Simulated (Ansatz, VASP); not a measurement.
Pb in VASP and in Ansatz

```
Pb
1.0
     3.47159    0.00000    0.00000
    -1.73580    3.00649    0.00000
     0.00000    0.00000    5.99739
Pb
2
Direct
  0.33333 0.66667 0.25000
  0.66667 0.33333 0.75000
```

Alike in both runs: task single point; functional PBEsol; k mesh 6 × 6 × 4; no spin polarisation.

```csv
,VASP,Ansatz
version,VASP 6.6.1,Ansatz 0.2.0
potentials or method,"VASP PAW PBE potentials, release 64 (Pb_d), cutoff 520 eV","scalar-relativistic, plane waves, PAW"
occupations,"methfessel-paxton of order 1, width 0.025 eV","cold, width 0.025 eV"
valence electrons in the cell,28,28
```

```csv
,VASP,Ansatz,Ansatz less VASP
gap on the k mesh at the Fermi level (eV),none,none,-
pressure (GPa),-1.4,-1.3,+0.07
"traceless stress, the component that is largest in VASP (GPa)",-0.45,-0.55,-0.098
```

VASP's potentials were made for PBE, not for PBEsol. A gap of «none» marks a metal or a gap that the smearing closes.

Spin-orbit coupling is off throughout.
